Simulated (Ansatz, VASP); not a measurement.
# KCl in VASP and in Ansatz

```xyz
2
Lattice="0.0000 3.0491 3.0491 3.0491 0.0000 3.0491 3.0491 3.0491 0.0000" Properties=species:S:1:pos:R:3 pbc="T T T"
K     0.0000    0.0000    0.0000
Cl    3.0491    3.0491    3.0491
```

Alike in both runs: task single point; functional r2SCAN; k mesh 6 × 6 × 6; occupations gaussian, width 0.02 eV; no spin polarisation.

|  | VASP | Ansatz |
| --- | --- | --- |
| version | VASP 6.6.1 | Ansatz 0.2.0 |
| potentials or method | VASP PAW PBE potentials, release 64 (K_sv, Cl), cutoff 520 eV | scalar-relativistic, plane waves, PAW |
| valence electrons in the cell | 16 | 16 |

```csv
,VASP,Ansatz,Ansatz less VASP
gap on the k mesh at the Fermi level (eV),6.19,6.18,-0.004
least direct gap on the mesh (eV),6.19,6.18,-0.004
pressure (GPa),2.3,2.3,+0.01
```

VASP's potentials were made for PBE, not for r2SCAN. The functional is the same, so the differences come from potentials, cutoffs and numerics.
